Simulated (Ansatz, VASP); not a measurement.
**SnO in VASP and in Ansatz**

File INCAR:

```
ALGO     = Normal         # electronic algorithm
DIPOL    = 0.5 0.5 0.401
EDIFF    = 1E-6           # SCF threshold, eV
ENCUT    = 520            # plane-wave cutoff, eV
GGA      = PE             # functional
IDIPOL   = 3            
ISIF     = 2              # what is computed and relaxed
ISMEAR   = 0              # smearing method
IVDW     = 12             # dispersion correction
LASPH    = True           # aspherical terms in the spheres
LCHARG   = False          # write CHGCAR
LDIPOL   = True         
LREAL    = False          # projectors in reciprocal space
LWAVE    = False          # write WAVECAR
NBANDS   = 50             # bands
NELM     = 80             # most SCF steps
PREC     = Accurate       # precision mode
SIGMA    = 0.05           # smearing width, eV
```

KPOINTS

```
k-points
0
Gamma
  7 7 1
```

File POSCAR:

```
SnO
1.0
    3.8206509079      0.0000053603      0.0000000000
   -0.0000052472      3.8206509079      0.0000000000
    0.0000000000      0.0000000000     22.2280089981
Sn O
4 4
Direct
    0.9998502662      0.9998502662      0.2024472817
    0.4998491692      0.4998491692      0.3087997895
    0.4998491692      0.4998491692      0.4932517573
    0.9998502662      0.9998502662      0.5996042650
    0.9998512723      0.4998508145      0.2556235141
    0.4998508145      0.9998512723      0.2556235141
    0.4998481630      0.9998486208      0.5464279896
    0.9998486208      0.4998481630      0.5464279896
```

Input for Ansatz:

```yaml
crystal:
  lattice:
    - [3.8206509079, 5.3603e-06, 0.0]
    - [-5.2472e-06, 3.8206509079, 0.0]
    - [0.0, 0.0, 22.2280089981]
  atoms:
    - { symbol: Sn, position: [0.9998502662, 0.9998502662, 0.2024472817] }
    - { symbol: O, position: [0.9998512723, 0.4998508145, 0.2556235141] }
    - { symbol: O, position: [0.4998508145, 0.9998512723, 0.2556235141] }
    - { symbol: Sn, position: [0.4998491692, 0.4998491692, 0.3087997895] }
    - { symbol: Sn, position: [0.4998491692, 0.4998491692, 0.4932517573] }
    - { symbol: O, position: [0.499848163, 0.9998486208, 0.5464279896] }
    - { symbol: O, position: [0.9998486208, 0.499848163, 0.5464279896] }
    - { symbol: Sn, position: [0.9998502662, 0.9998502662, 0.599604265] }
basis:
  ecutwfc: 420
kpoints:
  mp_grid: { grid: [7, 7, 1] }
hamiltonian:
  xc: pbe
  dispersion: d3bj
scf:
  occupations: { method: gaussian, width: 0.05 }
output:
  forces: true
  eigenvalues: true
efield:
  axis: 3
  dipole_correction: true
  ramp_width: 0.04
```

Alike in both runs: task single point; functional PBE; dispersion D3(BJ); k mesh 7 × 7 × 1; occupations gaussian, width 0.05 eV; no spin polarisation.

```csv
,VASP,Ansatz
version,VASP 6.6.1,Ansatz 0.2.0
potentials or method,"VASP PAW PBE potentials, release 64 (Sn_d, O), cutoff 520 eV","scalar-relativistic, plane waves, PAW"
valence electrons in the cell,80,80
```

```csv
,VASP,Ansatz,Ansatz less VASP
gap on the k mesh at the Fermi level (eV),2.31,2.32,+0.007
least direct gap on the mesh (eV),2.52,2.56,+0.038
rms of the force components (eV/Å),0.024,0.037,+0.0125
```

Ansatz's warnings: structure snapped to symmetry.
